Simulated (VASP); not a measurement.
Here is a VASP 6.6.1 calculation.

INCAR

```
SYSTEM = SiC
PREC = Accurate
ENCUT = 520
EDIFF = 1E-6
ISMEAR = 0
SIGMA = 0.05
LREAL = .FALSE.
LASPH = .TRUE.
NELM = 60
ALGO = Normal
ISIF = 2
LWAVE = .FALSE.
LCHARG = .TRUE.
GGA = PS
LELF = .TRUE.
LVHAR = .TRUE.
NBANDS = 16
```

File KPOINTS:

```
regular mesh
0
G
  12 12 4
  0 0 0
```

The input POSCAR:

```
SiC
1.0
    3.0760000000     -0.0307600000     -0.0307600000
   -1.5646389400      2.6792740000     -0.0112589400
   -0.0504800000     -0.0504800000      5.0480000000
Si C
2 2
Direct
    0.3333333333      0.6666666667      0.0000000000
    0.6666666667      0.3333333333      0.5000000000
    0.3333333333      0.6666666667      0.3850000000
    0.6666666667      0.3333333333      0.8850000000
```

Potentials or basis: VASP PAW PBE potentials, release 64 (Si, C).

Run with:

```sh
$ cat potpaw_PBE.64/Si/POTCAR potpaw_PBE.64/C/POTCAR > POTCAR
$ mpirun -np 1 vasp_std > vasp.out
```

Predict the largest force.

0.868 eV/Å.

What does it give for the pressure?

0.8 GPa.

What does it give for the band gap on the k mesh?

2.13 eV, indirect (least direct gap 3.86 eV).

Forces on the atoms (eV/Å):
```
Si   0.338  0.143  0.766
Si  -0.067  0.126  0.750
C    0.107 -0.126 -0.748
C   -0.378 -0.143 -0.768
```

Caveat: the PAW data sets were made with another functional, which shifts forces and pressure a little. A k mesh can miss the band edges.
